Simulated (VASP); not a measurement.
# Al (Fm-3m) in VASP: a series of runs

Runs on Al. Level: LDA. Tasks: single point.

Program: VASP 6.6.1. These are calculated values, not measurements. Logs are shortened: lines on timing, memory, paths and dates and some standing lists are left out, and cuts for length are marked.

## Step 1: The cell of the first run

It takes space group Fm-3m (No. 225, cubic). Conventional cell: a = 3.983 Å, b = 3.983 Å, c = 3.983 Å, α = 90.00°, β = 90.00°, γ = 90.00°. Al (site symmetry m-3m) has 12 Al at 2.82 Å within 3.7 Å.

## Step 2: Single point, LDA

The input, INCAR:

```
SYSTEM = Al
PREC = Accurate
ENCUT = 520
EDIFF = 1E-6
ISMEAR = 0
SIGMA = 0.03
LREAL = .FALSE.
LASPH = .TRUE.
NELM = 60
ALGO = Normal
ISIF = 2
LWAVE = .FALSE.
LCHARG = .FALSE.
GGA = CA
NBANDS = 8
```

The input, KPOINTS:

```
regular mesh
0
G
  14 14 14
  0 0 0
```

The input, POSCAR:

```
Al
1.0
    0.0000000000      1.9916090303      1.9916090303
    1.9916090303      0.0000000000      1.9916090303
    1.9916090303      1.9916090303      0.0000000000
Al
1
Direct
    0.0000000000      0.0000000000      0.0000000000
```

Potentials or basis: VASP PAW LDA potentials, release 64 (Al).

Command:

```
> cat potpaw_LDA.64/Al/POTCAR > POTCAR
> mpirun -np 1 vasp_std > vasp.out
```

OUTCAR:

```text
SYSTEM = Al
   PREC = Accurate
   ENCUT = 520
   EDIFF = 1E-6
   ISMEAR = 0
   LREAL = .FALSE.
   LASPH = .TRUE.
   NELM = 60
   ISIF = 2
   GGA = CA

 ion  position               nearest neighbor table
   1  0.000  0.000  0.000-

  LATTYP: Found a face centered cubic cell.
 ALAT       =     3.9832180606

  Lattice vectors:

 A1 = (   0.0000000000,   1.9916090303,   1.9916090303)
 A2 = (   1.9916090303,   0.0000000000,   1.9916090303)
 A3 = (   1.9916090303,   1.9916090303,   0.0000000000)

Analysis of symmetry for initial positions (statically):
=====================================================================
 Subroutine PRICEL returns:
 Original cell was already a primitive cell.

 Routine SETGRP: Setting up the symmetry group for a
 face centered cubic supercell.

 Subroutine GETGRP returns: Found 48 space group operations
 (whereof 48 operations were pure point group operations)
 out of a pool of 48 trial point group operations.

The static configuration has the point symmetry O_h .

Analysis of symmetry for dynamics (positions and initial velocities):
=====================================================================
 Subroutine PRICEL returns:
 Original cell was already a primitive cell.

 Routine SETGRP: Setting up the symmetry group for a
 face centered cubic supercell.

 Subroutine GETGRP returns: Found 48 space group operations
 (whereof 48 operations were pure point group operations)
 out of a pool of 48 trial point group operations.

The dynamic configuration has the point symmetry O_h .

 Subroutine INISYM returns: Found 48 space group operations
 (whereof 48 operations are pure point group operations),
 and found     1 'primitive' translations

----------------------------------------------------------------------------------------

                                     Primitive cell

  volume of cell :      15.7995

  direct lattice vectors                    reciprocal lattice vectors
     0.000000000  1.991609030  1.991609030    -0.251053290  0.251053290  0.251053290
     1.991609030  0.000000000  1.991609030     0.251053290 -0.251053290  0.251053290
     1.991609030  1.991609030  0.000000000     0.251053290  0.251053290 -0.251053290

  length of vectors
     2.816560502  2.816560502  2.816560502     0.434837054  0.434837054  0.434837054

  position of ions in fractional coordinates (direct lattice)
     0.000000000  0.000000000  0.000000000

  ion indices of the primitive-cell ions
   primitive index   ion index
                 1           1

----------------------------------------------------------------------------------------

 KPOINTS: regular mesh

Automatic generation of k-mesh.
 Grid dimensions read from file:
 generate k-points for:   14   14   14

 Generating k-lattice:

  Cartesian coordinates                     Fractional coordinates (reciprocal lattice)
    -0.017932378  0.017932378  0.017932378     0.071428571  0.000000000  0.000000000
     0.017932378 -0.017932378  0.017932378     0.000000000  0.071428571  0.000000000
     0.017932378  0.017932378 -0.017932378     0.000000000  0.000000000  0.071428571

  Length of vectors
     0.031059790  0.031059790  0.031059790

  Shift w.r.t. Gamma in fractional coordinates (k-lattice)
     0.000000000  0.000000000  0.000000000

 Subroutine IBZKPT returns following result:
 ===========================================

 Found    104 irreducible k-points:

 Following reciprocal coordinates:
            Coordinates               Weight
  0.000000  0.000000  0.000000      1.000000
  0.071429  0.000000  0.000000      8.000000
  0.142857  0.000000  0.000000      8.000000
  0.214286  0.000000  0.000000      8.000000
  0.285714  0.000000  0.000000      8.000000
  0.357143  0.000000  0.000000      8.000000
[... 16 lines left out ...]
  0.214286  0.142857  0.000000     24.000000
  0.285714  0.142857  0.000000     24.000000
 [... further k-points ...]
   k-points           NKPTS =    104   k-points in BZ     NKDIM =    104   number of bands    NBANDS=      8
   number of dos      NEDOS =    301   number of ions     NIONS =      1
   total plane-waves  NPLWV =  13824
   dimension x,y,z NGX =    24 NGY =   24 NGZ =   24
   dimension x,y,z NGXF=    48 NGYF=   48 NGZF=   48
   ions per type =               1
   NGX,Y,Z   is equivalent  to a cutoff of  14.17, 14.17, 14.17 a.u.
   NGXF,Y,Z  is equivalent  to a cutoff of  28.33, 28.33, 28.33 a.u.
 SYSTEM =  Al
   PREC   = accura    normal or accurate (medium, high low for compatibility)
   ISTART =      0    job   : 0-new  1-cont  2-samecut
   ICHARG =      2    charge: 1-file 2-atom 10-const
   ISPIN  =      1    spin polarized calculation?
   LNONCOLLINEAR =      F non collinear calculations
   LSORBIT =      F    spin-orbit coupling
   LASPH  =      T    aspherical Exc in radial PAW
   ENCUT  =  520.0 eV  38.22 Ry    6.18 a.u.   5.24  5.24  5.24*2*pi/ulx,y,z
   NELM   =     60;   NELMIN=  2; NELMDL= -5     # of ELM steps
   EDIFF  = 0.1E-05   stopping-criterion for ELM
   LREAL  =      F    real-space projection
   EDIFFG = 0.1E-04   stopping-criterion for IOM
   NSW    =      0    number of steps for IOM
   IBRION =     -1    ionic relax: 0-MD 1-quasi-New 2-CG
   NFREE  =      0    steps in history (QN), initial steepest desc. (CG)
   ISIF   =      2    stress and relaxation
   ISYM   =      2    0-nonsym 1-usesym 2-fastsym
   POTIM  = 0.5000    time-step for ionic-motion
   TEBEG  =    0.0;   TEEND  =   0.0 temperature during run
   PSTRESS=    0.0 pullay stress
   NELECT =       3.0000    total number of electrons
   NUPDOWN=      -1.0000    fix difference up-down
   EMIN   =  10.00;   EMAX   =-10.00  energy-range for DOS
   EFERMI =   0.00;   METHOD = LEGACY
   ISMEAR =     0;   SIGMA  =   0.03  broadening in eV -4-tet -1-fermi 0-gaus
   EFERMI_NEDOS =   21; number of points for ismear=-14 and -15
   IALGO  =     38    algorithm
   IMIX   =      4    mixing-type and parameters
     AMIX     =   0.40;   BMIX     =  1.00
     AMIX_MAG =   1.60;   BMIX_MAG =  1.00
  volume/ion in A,a.u.               =      15.80       106.62
  Fermi-wavevector in a.u.,A,eV,Ry     =   0.940953  1.778143 12.046491  0.885392
  Thomas-Fermi vector in A             =   2.068416
   LORBIT       =      0    0 simple, 1 ext, 2 COOP (PROOUT), +10 PAW based schemes
   GGA     = CA    functional components
   LHFCALC =     F    Hartree Fock is set to
   AEXX    =    0.0000 exact exchange contribution
   IVDW    =     0    specifies the selected vdW correction
   LEPSILON=     F    determine dielectric tensor
   LRPA    =     F    only Hartree local field effects (RPA)
 non-spin polarized calculation
 Gauss-broadening in eV      SIGMA  =   0.03
  energy-cutoff  :      520.00
  volume of cell :       15.80
 maximum number of plane-waves:       444
 NGX is ok and might be reduce to    24
   NGX = 11   NGY = 11   NGZ = 11

 number of electron       3.0000000 magnetization

 Free energy of the ion-electron system (eV)
  ---------------------------------------------------
  ext. energy  EPLUGINS =         0.00000000
  ---------------------------------------------------
  free energy    TOTEN  =        -4.18452962 eV

  energy without entropy =       -4.18437272  energy(sigma->0) =       -4.18445117

 E-fermi :   8.2026     XC(G=0): -10.5058

 val. band max:        8.1882027075   @ k =  -0.3571   0.4286   0.2143
 cond. band min:       8.2554080729   @ k =   0.5000   0.2857   0.0000
 fundamental gap:      0.0672053654
 Fermi energy:         8.2025722790

 k-point     1 :       0.0000    0.0000    0.0000
  band No.  band energies     occupation
      1      -3.1540      2.00000
      2      21.0559      0.00000
      3      21.0559      0.00000
      4      21.0559      0.00000
      5      22.7129      0.00000
      6      22.7129      0.00000
      7      22.7129      0.00000
      8      25.1787      0.00000

 k-point     2 :       0.0714    0.0000    0.0000
  band No.  band energies     occupation
      1      -3.0116      2.00000
      2      18.9254      0.00000
      3      20.6213      0.00000
      4      20.6213      0.00000
      5      23.3605      0.00000
      6      23.3655      0.00000
      7      23.3655      0.00000
      8      26.5736      0.00000

 k-point     3 :       0.1429    0.0000    0.0000
  band No.  band energies     occupation
      1      -2.5854      2.00000
      2      15.9939      0.00000
      3      19.9957      0.00000
      4      19.9957      0.00000
      5      23.2887      0.00000
      6      24.4899      0.00000
      7      24.4899      0.00000
      8      25.9404      0.00000

 k-point     4 :       0.2143    0.0000    0.0000
  band No.  band energies     occupation
      1      -1.8780      2.00000
      2      13.1297      0.00000
      3      19.5299      0.00000
      4      19.5299      0.00000
      5      23.0662      0.00000
      6      23.9415      0.00000
      7      23.9415      0.00000
      8      26.6228      0.00000

 k-point     5 :       0.2857    0.0000    0.0000
  band No.  band energies     occupation
      1      -0.8939      2.00000
      2      10.4358      0.00000
      3      19.2790      0.00000
      4      19.2790      0.00000
      5      22.6507      0.00000
      6      22.6507      0.00000
      7      22.9430      0.00000
      8      26.8637      0.00000

 k-point     6 :       0.3571    0.0000    0.0000
  band No.  band energies     occupation
      1       0.3609      2.00000
      2       7.9488      2.00000
      3      19.2565      0.00000
      4      19.2565      0.00000
      5      21.5154      0.00000
      6      21.5154      0.00000
      7      23.0119      0.00000
      8      25.6695      0.00000

 k-point     7 :       0.4286    0.0000    0.0000
  band No.  band energies     occupation
      1       1.8785      2.00000
      2       5.6888      2.00000
      3      19.4673      0.00000
      4      19.4673      0.00000
      5      20.5996      0.00000
      6      20.5996      0.00000
      7      23.3123      0.00000
      8      24.6598      0.00000

 k-point     8 :       0.5000    0.0000    0.0000
  band No.  band energies     occupation
      1       3.5254      2.00000
      2       3.7940      2.00000
      3      19.8828      0.00000
      4      19.8828      0.00000
      5      19.9479      0.00000
      6      19.9479      0.00000
      7      23.7903      0.00000
      8      23.9402      0.00000

 k-point     9 :       0.0714    0.0714    0.0000
  band No.  band energies     occupation
      1      -2.9642      2.00000
      2      19.6575      0.00000
      3      19.6575      0.00000
      4      19.9227      0.00000
      5      22.2851      0.00000
      6      24.3845      0.00000
      7      24.3845      0.00000
      8      25.8914      0.00000

 k-point    10 :       0.1429    0.0714    0.0000
  band No.  band energies     occupation
      1      -2.6326      2.00000
      2      17.0258      0.00000
      3      18.8640      0.00000
      4      20.0368      0.00000
      5      22.5543      0.00000
      6      24.1811      0.00000
      7      24.7961      0.00000
      8      25.6044      0.00000
[... 78 lines left out ...]
 k-point    18 :      -0.2857    0.0714    0.0000
  band No.  band energies     occupation
      1      -0.3813      2.00000
      2       9.6903      0.00000
      3      16.9709      0.00000
      4      20.7825      0.00000
      5      20.9427      0.00000
      6      22.5647      0.00000
      7      23.8727      0.00000
      8      27.6305      0.00000

 k-point    19 :      -0.2143    0.0714    0.0000
  band No.  band energies     occupation
      1      -1.4554      2.00000
      2      12.3033      0.00000
      3      17.1731      0.00000
      4      20.9969      0.00000
      5      22.1690      0.00000
      6      23.7632      0.00000
      7      23.9903      0.00000
      8      25.8189      0.00000

 k-point    20 :      -0.1429    0.0714    0.0000
  band No.  band energies     occupation
      1      -2.2548      2.00000
      2      15.0727      0.00000
      3      17.6348      0.00000
      4      21.3147      0.00000
      5      23.3665      0.00000
      6      23.9859      0.00000
      7      24.4763      0.00000
      8      25.2023      0.00000

 k-point    21 :      -0.0714    0.0714    0.0000
  band No.  band energies     occupation
      1      -2.7746      2.00000
      2      17.6850      0.00000
      3      18.5657      0.00000
      4      21.4246      0.00000
      5      22.9375      0.00000
      6      23.8676      0.00000
      7      24.6351      0.00000
      8      25.5957      0.00000

 k-point    22 :       0.1429    0.1429    0.0000
  band No.  band energies     occupation
      1      -2.3963      2.00000
      2      17.9596      0.00000
      3      17.9596      0.00000
      4      18.1271      0.00000
      5      21.2877      0.00000
      6      22.2203      0.00000
      7      26.8563      0.00000
      8      26.8563      0.00000

 k-point    23 :       0.2143    0.1429    0.0000
  band No.  band energies     occupation
      1      -1.8780      2.00000
      2      15.3489      0.00000
      3      17.2908      0.00000
      4      18.5337      0.00000
      5      20.4140      0.00000
      6      21.4927      0.00000
      7      27.3872      0.00000
      8      27.6552      0.00000

 k-point    24 :       0.2857    0.1429    0.0000
  band No.  band energies     occupation
      1      -1.0809      2.00000
      2      12.6162      0.00000
      3      16.8600      0.00000
      4      18.3992      0.00000
      5      18.8830      0.00000
      6      22.8483      0.00000
      7      26.7592      0.00000
      8      27.4010      0.00000

 [... further k-points ...]

------------------------ aborting loop because EDIFF is reached ----------------------------------------

  FORCE on cell =-STRESS in cart. coord.  units (eV):
  Direction    XX          YY          ZZ          XY          YZ          ZX
  --------------------------------------------------------------------------------------
  -------------------------------------------------------------------------------------
  Total       -0.0134982     -0.0134982     -0.0134982      0.0000000     -0.0000000     -0.0000000
  in kB       -1.3688151     -1.3688151     -1.3688151      0.0000000     -0.0000000     -0.0000000
  external PRESSURE =      -1.3688151 kB  Pullay stress =       0.0000000 kB

 VOLUME and BASIS-vectors are now :
 -----------------------------------------------------------------------------
  energy-cutoff  :      520.00
  volume of cell :       15.80
      direct lattice vectors                 reciprocal lattice vectors
     0.000000000  1.991609030  1.991609030    -0.251053290  0.251053290  0.251053290
     1.991609030  0.000000000  1.991609030     0.251053290 -0.251053290  0.251053290
     1.991609030  1.991609030  0.000000000     0.251053290  0.251053290 -0.251053290

 POSITION                                       TOTAL-FORCE (eV/Angst)
 -----------------------------------------------------------------------------------
      0.00000      0.00000      0.00000         0.000000      0.000000      0.000000
 -----------------------------------------------------------------------------------
    total drift:                               -0.000000      0.000000      0.000000

  FREE ENERGIE OF THE ION-ELECTRON SYSTEM (eV)
  ---------------------------------------------------
  free  energy   TOTEN  =        -4.1845296157 eV

  energy  without entropy=       -4.1843727184  energy(sigma->0) =       -4.18445117
```

It took 14 s on 1 thread of AMD EPYC 7R13, shared host; peak memory 0.12 GiB.

What came out:

| Property | Result |
| --- | --- |
| Free energy | -4.1845 eV |
| Pressure | -0.1 GPa |

Levels at points of the mesh, in eV from the Fermi level:
| k point | band 1 | band 2 | band 3 | band 4 | band 5 | band 6 |
| --- | --- | --- | --- | --- | --- | --- |
| (0.00, 0.00, 0.00) | -11.36 | 12.85 | 12.85 | 12.85 | 14.51 | 14.51 |
| (0.50, 0.00, 0.00) | -4.68 | -4.41 | 11.68 | 11.68 | 11.75 | 11.75 |
| (0.50, 0.50, 0.00) | -2.96 | -1.58 | 5.35 | 5.78 | 5.78 | 9.41 |

## Step 3: Single point, LDA

The input, INCAR:

```
SYSTEM = Al
  PREC = Accurate
  ENCUT = 520
  EDIFF = 1E-7
  ISMEAR = 0
  SIGMA = 0.1
  LREAL = .FALSE.
  LASPH = .TRUE.
  NELM = 60
  ALGO = Normal
  ISIF = 2
  LWAVE = .FALSE.
  LCHARG = .FALSE.
  GGA = CA
  NBANDS = 8
```

The input, KPOINTS:

```
Automatic mesh
0
G
  14 14 14
  0 0 0
```

POSCAR is that of step 2.

Potentials or basis: VASP PAW LDA potentials, release 64 (Al).

Command:

```
> cat potpaw_LDA.64/Al/POTCAR > POTCAR
> mpirun -np 1 vasp_std > vasp.out
```

It took 18 s on 1 thread of AMD EPYC 7R13, shared host; peak memory 0.13 GiB.

It converged, with:

- Free energy: -4.1855 eV
- Pressure: -0.2 GPa

Levels at points of the mesh, in eV from the Fermi level:
```csv
k point,band 1,band 2,band 3,band 4,band 5,band 6
"(0.00, 0.00, 0.00)",-11.36,12.85,12.85,12.85,14.50,14.50
"(0.50, 0.00, 0.00)",-4.68,-4.42,11.67,11.67,11.74,11.74
"(0.50, 0.50, 0.00)",-2.96,-1.58,5.34,5.78,5.78,9.41
```

## Step 4: Single point, LDA

The input, INCAR:

```
ALGO = Normal ; EDIFF = 1E-6
ENCUT = 520 ; ISIF = 2
ISMEAR = 0 ; LASPH = T
LCHARG = T ; LELF = T
LREAL = F ; LVHAR = T
LWAVE = F ; NBANDS = 8
NELM = 100 ; PREC = Accurate
SIGMA = 0.2
```

The input, KPOINTS:

```
k-points
0
Gamma
  14 14 14
```

POSCAR is that of step 3.

Command:

```
> cat potpaw_LDA.64/Al/POTCAR > POTCAR
> mpirun -np 1 vasp_std > vasp.out
```

Run time: 16 s. Hardware: 1 thread of AMD EPYC 7R13, shared host; peak memory 0.13 GiB.

The run converged. Its results:

```
Free energy : -4.1891 eV
Pressure    : -0.1 GPa
```

Levels at points of the mesh, in eV from the Fermi level:
| k point | band 1 | band 2 | band 3 | band 4 | band 5 |
| --- | --- | --- | --- | --- | --- |
| (0.00, 0.00, 0.00) | -11.38 | 12.83 | 12.83 | 12.83 | 14.49 |
| (0.50, 0.00, 0.00) | -4.70 | -4.43 | 11.66 | 11.66 | 11.72 |
| (0.50, 0.50, 0.00) | -2.98 | -1.60 | 5.33 | 5.76 | 5.76 |

## Step 5: The runs side by side

```csv
smearing,gap on the mesh (eV),pressure (GPa)
gaussian 0.03 eV,none,-0.1
gaussian 0.1 eV,none,-0.2
gaussian 0.2 eV,none,-0.1
```

Alike in all rows: task single point; level LDA; potentials or basis VASP PAW LDA potentials, release 64 (Al); no spin polarisation; cell as given; k mesh 14 × 14 × 14; cutoff (eV) 520.

Every run on the cell as given and a fine mesh finds a metal.

Total energies depend on the potentials used, so only differences within one code and one set of settings carry meaning.
